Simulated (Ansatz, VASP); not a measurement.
# Two plane-wave programs on B

INCAR

```
ALGO = Normal ; EDIFF = 1E-7
EDIFFG = -0.04 ; ENCUT = 500
GGA = PE ; GGA_COMPAT = F
IBRION = 2 ; ISIF = 3
ISMEAR = 0 ; LASPH = T
LCHARG = F ; LREAL = F
LWAVE = F ; NELM = 120
NELMIN = 4 ; NSW = 90
PREC = Accurate ; SIGMA = 0.1
```

KPOINTS

```
k-points
0
Gamma
  6 6 6
```

Contents of POSCAR:

```
B
1.0
    2.7138144100      0.0000000000      0.0000000000
   -1.3569072000      2.3502322200      0.0000000000
    0.0000000000      0.0000000000      2.9716705000
B
3
Direct
    0.0000000000      0.5000000000      0.3333333300
    0.5000000000      0.5000000000      0.6666666700
    0.5000000000      0.0000000000      0.0000000000
```

Input for Ansatz:

```yaml
crystal:
  lattice:
    - [2.71381441, 0.0, 0.0]
    - [-1.3569072, 2.35023222, 0.0]
    - [0.0, 0.0, 2.9716705]
  atoms:
    - { symbol: B, position: [0.0, 0.5, 0.33333333] }
    - { symbol: B, position: [0.5, 0.5, 0.66666667] }
    - { symbol: B, position: [0.5, 0.0, 0.0] }
basis:
  ecutwfc: 420
kpoints:
  mp_grid: { grid: [6, 6, 6] }
hamiltonian:
  xc: pbe
scf:
  occupations: { method: gaussian, width: 0.1 }
  lower_state_search: "off"
output:
  forces: true
  stress: true
  eigenvalues: true
relax:
  adjacent_minimum: "off"
  f_tol: 0.04
  max_steps: 70
  cell: { stress_tol: 0.4 }
```

Alike in both runs: task relaxation of cell and atoms; functional PBE; k mesh 6 × 6 × 6; occupations gaussian, width 0.1 eV; no spin polarisation.

```csv
,VASP,Ansatz
version,VASP 6.6.1,Ansatz 0.2.0
potentials or method,"VASP PAW PBE potentials, release 64 (B), cutoff 500 eV","scalar-relativistic, plane waves, PAW"
valence electrons in the cell,9,9
```

VASP gave:

```
gap on the k mesh at the Fermi level, each at its own relaxed structure (eV) : none
relaxed volume (Å³/atom)                                                     : 7.05
relaxed cell length with the largest relative difference (Å)                 : 3.825
```

Which values does Ansatz return?

gap on the k mesh at the Fermi level, each at its own relaxed structure (eV): none; relaxed volume (Å³/atom): 7.05; relaxed cell length with the largest relative difference (Å): 3.832.

A gap of «none» marks a metal or a gap that the smearing closes.

The k mesh is coarse, so the values compare programs but aren't converged.
